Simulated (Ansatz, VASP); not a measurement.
## One calculation of BaTe, two programs

```xyz
2
Lattice="4.2448 0.0000 0.0000 0.0000 4.2448 0.0000 0.0000 0.0000 4.2448" Properties=species:S:1:pos:R:3 pbc="T T T"
Ba    0.0000    0.0000    0.0000
Te    2.1224    2.1224    2.1224
```

Alike in both runs: task single point; functional HSE06; k mesh 4 × 4 × 4; no spin polarisation.

|  | VASP | Ansatz |
| --- | --- | --- |
| version | VASP 6.6.1 | Ansatz 0.2.0 |
| potentials or method | VASP PAW PBE potentials, release 64 (Ba_sv, Te) | plane waves, PAW |
| plane-wave cutoff (eV) | 520 | 420 |
| occupations | gaussian, width 0.01 eV | fixed |
| valence electrons in the cell | 16 | 26 |

```csv
,VASP,Ansatz,Ansatz less VASP
gap on the k mesh at the Fermi level (eV),1.44,1.51,+0.071
pressure (GPa),0.0,-0.3,-0.33
```

VASP's potentials hold 16 valence electrons a cell and Ansatz's 26, so a difference there can come from the potentials and not from the codes. Ansatz's warnings: stress exchange threshold loose, stress scf threshold loose.

Spin-orbit coupling is off throughout.
